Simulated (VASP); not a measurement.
The system is Si2SnB3.

```
Si Sn B
1.0
     4.01191   -3.43591    0.00000
     4.01191    3.43591    0.00000
    -1.81824    0.00000    3.50930
Si Sn B
2 1 3
Direct
  0.00000 0.50000 0.50000
  0.50000 0.00000 0.50000
  0.50000 0.50000 0.00000
  0.88728 0.88728 0.58644
  0.11272 0.11272 0.41356
  0.00000 0.00000 0.00000
```

The cell was generated, and may not be a known phase.

* Program: VASP 6.6.1
* Task: relaxation of cell and atoms
* Functional: PBE
* Potentials or basis: VASP PAW PBE potentials, release 64 (Si, Sn_d, B)
* Cutoff: 600 eV
* k mesh: 3 × 3 × 5
* Occupations: gaussian, width 0.2 eV
* Spin: no spin polarisation

At the start: pressure 7.7 GPa; volume 16.12 Å³/atom.

Task: Where does the relaxation end?

Result: Over 36 steps the energy falls by 569.6 meV/atom and the volume is 13.67 Å³/atom (-15.2 %); space group C2/m (No. 12, to 0.1 Å) before, Cmmm (No. 65, to 0.1 Å).

Step by step:
```csv
step,energy change (eV),largest force (eV/Å),pressure (GPa),volume (Å³)
1,0.0000,4.5038,7.74,96.75
2,-0.2404,2.7965,-9.95,107.55
3,-0.7645,1.7400,-3.68,101.89
4,-0.7657,1.7040,-3.40,101.72
5,-1.2668,1.2234,-4.11,98.62
6,1.7257,21.6822,11.37,88.50
7,-1.3442,1.1105,-3.57,97.73
8,-1.4402,3.1651,-1.28,93.24
9,-1.5446,0.3546,-3.20,95.72
10,-1.5659,0.9989,-2.75,94.84
11,-1.7844,1.5161,1.80,89.21
12,-1.8183,2.0053,4.46,86.57
13,-1.9540,1.6243,4.33,85.68
14,-2.2399,0.6918,4.87,82.76
15,-2.4696,2.7463,11.32,75.85
16,-2.4357,1.5385,6.29,79.70
17,-2.5472,2.1924,8.40,77.73
18,-2.6750,2.3541,7.49,77.70
19,-2.7226,2.5318,7.13,77.61
20,-2.6370,2.8177,7.40,77.21
21,-2.7260,2.6134,7.08,77.56
22,-2.8914,2.2541,5.07,78.50
23,-3.1911,1.2821,0.29,81.35
24,-3.0463,1.9228,-3.67,87.13
25,-3.2383,0.9386,-1.97,83.46
26,-3.2401,0.9425,-1.66,83.10
27,-3.2801,0.8112,-1.32,82.86
28,-3.3607,0.4521,-0.08,82.10
29,-3.3271,1.1176,3.18,80.53
30,-3.3799,0.4575,1.01,81.53
31,-3.4017,0.0850,0.08,82.00
32,-3.4051,0.1487,-0.47,82.30
33,-3.4126,0.1010,-0.24,82.16
34,-3.4162,0.1068,0.06,81.99
35,-3.4162,0.1133,0.10,81.97
36,-3.4174,0.0494,0.06,82.03
```

Final structure:
```yaml
crystal:
  lattice:
    - [3.99735, -3.40358, 0.99794]
    - [3.99735, 3.40358, 0.99794]
    - [-0.70584, 0.00000, 2.83852]
  atoms:
    - { symbol: Si, position: [0.00000, 0.50000, 0.50000] }
    - { symbol: Si, position: [0.50000, 0.00000, 0.50000] }
    - { symbol: Sn, position: [0.50000, 0.50000, 0.00000] }
    - { symbol: B, position: [0.89293, 0.89293, 0.50138] }
    - { symbol: B, position: [0.10707, 0.10707, 0.49862] }
    - { symbol: B, position: [0.00000, 0.00000, 0.00000] }
```

Caveat: the k points lie up to 0.43 Å⁻¹ apart in the final cell, too coarse for converged energies and pressures of a metal; the volume moved by over 15 % at a fixed basis, so the end points are rough; an odd number of electrons without spin polarisation forces a metal; a magnetic or distorted state may lie lower; the relaxation stopped at a loose force limit of 0.08 eV/Å, so its end isn't a converged minimum.
